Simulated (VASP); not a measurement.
A run of VASP 6.6.1 is set up as follows.

The input POSCAR:

```
AlN
1.0
    0.0000000000      2.0208631053      2.0208631053
    2.0208631053      0.0000000000      2.0208631053
    2.0208631053      2.0208631053      0.0000000000
Al N
1 1
Direct
    0.5000000000      0.5000000000      0.5000000000
    0.0000000000      0.0000000000      0.0000000000
```

The input INCAR.step1:

```
SYSTEM = AlN
  ALGO = Normal
  EDIFF = 1E-5
  ENCUT = 520
  GGA = PE
  ISIF = 2
  ISMEAR = -1
  LASPH = .True.
  LCHARG = .False.
  LREAL = .False.
  LWAVE = .True.
  NBANDS = 11
  NELM = 80
  PREC = Accurate
  SIGMA = 0.05
```

Contents of INCAR.step2:

```
SYSTEM = AlN
  ALGO = Normal
  EDIFF = 1E-6
  ENCUT = 520
  GGA = PE
  HFSCREEN = 0.2079
  ISIF = 2
  ISMEAR = -1
  ISTART = 1
  LASPH = .True.
  LCHARG = .False.
  LHFCALC = .True.
  LREAL = .False.
  LWAVE = .False.
  NBANDS = 11
  NELM = 80
  PREC = Accurate
  PRECFOCK = Normal
  SIGMA = 0.05
```

KPOINTS

```
k-points
0
Gamma
  6 6 6
  0 0 0
```

Potentials or basis: VASP PAW PBE potentials, release 64 (Al, N).

Command:

```sh
$ cat potpaw_PBE.64/Al/POTCAR potpaw_PBE.64/N/POTCAR > POTCAR
$ cp INCAR.step1 INCAR
$ mpirun -np 1 vasp_std > vasp.out
$ cp INCAR.step2 INCAR
$ mpirun -np 1 vasp_std > vasp.out
```

What does it give for the band gap on the k mesh?

5.98 eV (least direct gap 7.22 eV).

What does it give for the pressure?

-2.3 GPa.

Caveat: the k points lie up to 0.45 Å⁻¹ apart; the PAW data sets were made with another functional, which shifts forces and pressure a little. A k mesh can miss the band edges.
